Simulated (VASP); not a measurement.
Wanted: the native input for a VASP 6.6.1 run.

```
Task                   : single point
Functional             : PBE
Potentials or basis    : VASP PAW PBE potentials, release 64 (Be, Cd, Cu)
Cutoff                 : 520 eV
k mesh                 : 12 × 12 × 8
Occupations            : gaussian, width 0.1 eV
Spin                   : no spin polarisation
Dipole correction      : no
Further INCAR settings : ALGO = Normal; EDIFF = 1e-07; NBANDS = 32
```

The structure of BeCdCu3 lies in POSCAR:

```
BeCdCu3
1.0
    4.7269940876      0.0000000000      0.0000000000
   -2.3634970438      4.0936969634      0.0000000000
    0.0000000000      0.0000000000      4.7445551700
Be Cd Cu
1 1 3
Direct
    0.0000000000      0.0000000000      0.5000000000
    0.0000000000      0.0000000000      0.0000000000
    0.5000000000      0.0000000000      0.5000000000
    0.5000000000      0.5000000000      0.5000000000
    0.0000000000      0.5000000000      0.5000000000
```

One way to write it, as run:

INCAR

```
ALGO = Normal
EDIFF = 1E-7
ENCUT = 520
GGA = PE
ISIF = 2
ISMEAR = 0
LASPH = True
LCHARG = False
LREAL = False
LWAVE = False
NBANDS = 32
NELM = 100
PREC = Accurate
SIGMA = 0.1
```

KPOINTS

```
k-points
0
Gamma
  12 12 8
```

Potentials or basis: VASP PAW PBE potentials, release 64 (Be, Cd, Cu).

Run with:

```bash
$ cat potpaw_PBE.64/Be/POTCAR potpaw_PBE.64/Cd/POTCAR potpaw_PBE.64/Cu/POTCAR > POTCAR
$ mpirun -np 1 vasp_std > vasp.out
```

Results of the run:

- Pressure: 0.3 GPa
- Band gap on the k mesh: zero (an odd number of electrons rules out a gap without spin polarisation)

Run time: 2.6 min on 1 thread of Intel(R) Xeon(R) 6975P-C (Granite Rapids) (shared host), peak memory 0.38 GiB.
